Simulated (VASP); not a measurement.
Wanted: the native input for a VASP 6.6.1 run.

| Property | Result |
| --- | --- |
| Task | single point |
| Functional | PBE |
| Potentials or basis | VASP PAW PBE potentials, release 64 (Ta_pv) |
| Cutoff | 520 eV |
| k mesh | 13 × 13 × 13 |
| Occupations | fermi-dirac, width 0.3 eV |
| Spin | no spin polarisation |
| Dipole correction | no |
| Further INCAR settings | ALGO = Normal; EDIFF = 1e-06; NBANDS = 12 |

The structure of Ta lies in POSCAR:

```
Ta
1.0
   -1.6607181506      1.6607181506      1.6607181506
    1.6607181506     -1.6607181506      1.6607181506
    1.6607181506      1.6607181506     -1.6607181506
Ta
1
Direct
    0.0000000000      0.0000000000      0.0000000000
```

These files were run (other wordings do the same):

INCAR

```
SYSTEM = Ta
PREC = Accurate
ENCUT = 520
EDIFF = 1E-6
ISMEAR = -1
SIGMA = 0.3
LREAL = .FALSE.
LASPH = .TRUE.
NELM = 100
ALGO = Normal
ISIF = 2
LWAVE = .FALSE.
LCHARG = .TRUE.
GGA = PE
LELF = .TRUE.
LVHAR = .TRUE.
NBANDS = 12
```

KPOINTS

```
Automatic mesh
0
G
  13 13 13
  0 0 0
```

Potentials or basis: VASP PAW PBE potentials, release 64 (Ta_pv).

Command:

```console
$ cat potpaw_PBE.64/Ta_pv/POTCAR > POTCAR
$ mpirun -np 1 vasp_std > vasp.out
```

It gave:

```json
{
  "Pressure": "1.3 GPa"
}
```

Wall time 34 s on 1 thread of AMD EPYC 7R13, with other jobs on the host, peak memory 0.12 GiB.
